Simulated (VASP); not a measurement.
**NaB2: relaxation of cell and atoms with PBE**

NaB2:

```xyz
6
Lattice="2.6186 0.0000 0.0000 -1.3093 2.2678 0.0000 0.0000 0.0000 12.1382" Properties=species:S:1:pos:R:3 pbc="T T T"
Na    0.0000    0.0000    6.0691
Na    0.0000    0.0000    0.0000
B     1.3093    0.7559    3.8608
B     0.0000    1.5118    8.2774
B     0.0000    1.5118    9.9299
B     1.3093    0.7559    2.2083
```

```
Program                : VASP 6.6.1
Task                   : relaxation of cell and atoms
Functional             : PBE
Potentials or basis    : VASP PAW PBE potentials, release 64 (Na_pv, B)
Cutoff                 : 600 eV
k mesh                 : 18 × 18 × 4
Occupations            : gaussian, width 0.1 eV
Spin                   : no spin polarisation
Dipole correction      : no
Further INCAR settings : ALGO = Normal; EDIFF = 1e-06; IBRION = 2; EDIFFG = -0.01; NSW = 100; ISIF = 3
```

```yaml
Relaxed_volume: 12.43 Å³/atom
Relaxed_cell: a = 2.670 Å, b = 2.670 Å, c = 12.081 Å, α = 90.00°, β = 90.00°, γ = 120.00°
Space_group_after_relaxing_to_0.05_Å: P6_3/mmc (No. 194)
Energy_gained_by_relaxing: 1.7 meV/atom
Ionic_steps: 11
Pressure_after_relaxing: 0.0 GPa
Band_gap_on_the_k_mesh: zero (band 13 reaches 6.21 eV, above the bottom of band 14 at 2.36 eV)
```

Step by step:
```
step  energy change (eV)  largest force (eV/Å)  pressure (GPa)  volume (Å³)
   1              0.0000                0.2030            0.00        72.08
   2              0.0003                0.2912            1.45        72.08
   3             -0.0034                0.0337            0.70        72.08
   4             -0.0058                0.0323            0.51        72.57
   5             -0.0090                0.0255            0.12        73.69
   6             -0.0080                0.0020           -0.55        75.94
   7             -0.0097                0.0180           -0.15        74.59
   8             -0.0099                0.0219            0.09        74.56
   9             -0.0100                0.0207            0.03        74.57
  10             -0.0099                0.0490           -0.12        74.60
  11             -0.0100                0.0006           -0.01        74.58
```

Final structure:
```yaml
crystal:
  lattice:
    - [2.66986, 0.00000, 0.00000]
    - [-1.33493, 2.31217, 0.00000]
    - [0.00000, 0.00000, 12.08112]
  atoms:
    - { symbol: Na, position: [0.00000, 0.00000, 0.50000] }
    - { symbol: Na, position: [0.00000, 0.00000, 0.00000] }
    - { symbol: B, position: [0.66667, 0.33333, 0.31762] }
    - { symbol: B, position: [0.33333, 0.66667, 0.68238] }
    - { symbol: B, position: [0.33333, 0.66667, 0.81762] }
    - { symbol: B, position: [0.66667, 0.33333, 0.18238] }
```

Levels at points of the mesh, in eV from the Fermi level:
```
           k point  band 11  band 12  band 13  band 14  band 15  band 16
(0.00, 0.00, 0.00)    -4.33    -2.75     1.56     3.92     5.75     5.75
(0.50, 0.00, 0.00)    -1.75    -1.64    -0.38    -0.16    -0.11     0.05
(0.00, 0.00, 0.50)    -3.53    -3.53     2.64     2.64     5.76     5.76
(0.50, 0.00, 0.50)    -1.68    -1.68    -0.38    -0.38     0.08     0.08
```

Wall time 11 min on 1 thread of Intel(R) Xeon(R) Platinum 8488C (Sapphire Rapids), on a shared host, peak memory 0.31 GiB.
